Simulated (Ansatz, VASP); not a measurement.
**Au in VASP and in Ansatz**

INCAR

```
ALGO = Fast
EDIFF = 1E-6
ENCUT = 520
GGA = PS
ISIF = 2
ISMEAR = 0
LASPH = T
LCHARG = F
LREAL = F
LWAVE = F
NBANDS = 30
NELM = 100
PREC = Accurate
SIGMA = 0.15
```

Contents of KPOINTS:

```
k-points
0
Gamma
  17 17 5
```

The input POSCAR:

```
Au
1.0
   -1.6572690000      1.6572690000     -1.6572690000
   -1.6572690000     -1.6572690000      1.6572690000
    0.0000000000      6.5230099828      6.5230099828
Au
4
Direct
    0.0000000000      0.0000000000      0.8892277515
    0.5000000000      0.5000000000      0.1270325359
    0.0000000000      0.0000000000      0.3810976078
    0.5000000000      0.5000000000      0.6351626796
```

Input for Ansatz:

```yaml
crystal:
  lattice:
    - [-1.657269, 1.657269, -1.657269]
    - [-1.657269, -1.657269, 1.657269]
    - [0.0, 6.5230099828, 6.5230099828]
  atoms:
    - { symbol: Au, position: [0.0, 0.0, 0.8892277515] }
    - { symbol: Au, position: [0.5, 0.5, 0.1270325359] }
    - { symbol: Au, position: [0.0, 0.0, 0.3810976078] }
    - { symbol: Au, position: [0.5, 0.5, 0.6351626796] }
basis:
  ecutwfc: 420
kpoints:
  mp_grid: { grid: [17, 17, 5] }
hamiltonian:
  xc: pbesol
scf:
  occupations: { method: gaussian, width: 0.15 }
output:
  forces: true
  stress: true
  eigenvalues: true
  write_density: true
  write_potential: true
  elf: true
  volumetric_format: npy
```

Alike in both runs: task single point; functional PBEsol; k mesh 17 × 17 × 5; occupations gaussian, width 0.15 eV; no spin polarisation.

|  | VASP | Ansatz |
| --- | --- | --- |
| version | VASP 6.6.1 | Ansatz 0.2.0 |
| potentials or method | VASP PAW PBE potentials, release 64 (Au), cutoff 520 eV | scalar-relativistic, plane waves, PAW |
| valence electrons in the cell | 44 | 76 |

```tsv
	VASP	Ansatz	Ansatz less VASP
gap on the k mesh at the Fermi level (eV)	none	none	-
pressure (GPa)	-7.0	-6.8	+0.22
traceless stress, the component that is largest in VASP (GPa)	0.62	0.62	0.000
rms of the force components (eV/Å)	0.245	0.247	+0.0014
```

VASP's potentials were made for PBE, not for PBEsol. Atom by atom the forces differ by 0.001 eV/Å (rms over components). A gap of «none» marks a metal or a gap that the smearing closes. With one functional, cell and mesh, what is left measures potentials, basis and numerics. VASP's potentials hold 44 valence electrons a cell and Ansatz's 76, so a difference there can come from the potentials and not from the codes.

Spin-orbit coupling is off throughout.
